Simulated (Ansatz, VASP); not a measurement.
# Hf in VASP and in Ansatz

```xyz
2
Lattice="3.1924 0.0000 0.0000 -1.5962 2.7647 0.0000 0.0000 0.0000 5.0450" Properties=species:S:1:pos:R:3 pbc="T T T"
Hf    0.0000    1.8431    1.2613
Hf    1.5962    0.9216    3.7838
```

Alike in both runs: task single point; functional PBE; k mesh 12 × 12 × 7; occupations fermi-dirac, width 0.05 eV; non-collinear spin, spin-orbit coupling.

```csv
,VASP,Ansatz
version,VASP 6.6.1,Ansatz 0.2.0
potentials or method,"VASP PAW PBE potentials, release 64 (Hf_pv), cutoff 520 eV",all-electron LAPW
```

```tsv
	VASP	Ansatz	Ansatz less VASP
pressure (GPa)	0.6	1.1	+0.50
traceless stress, the component that is largest in VASP (GPa)	0.06	0.15	+0.094
net moment per atom (μB)	0.00	0.00	0.000
```

Ansatz ran all-electron here, and VASP with PAW potentials.
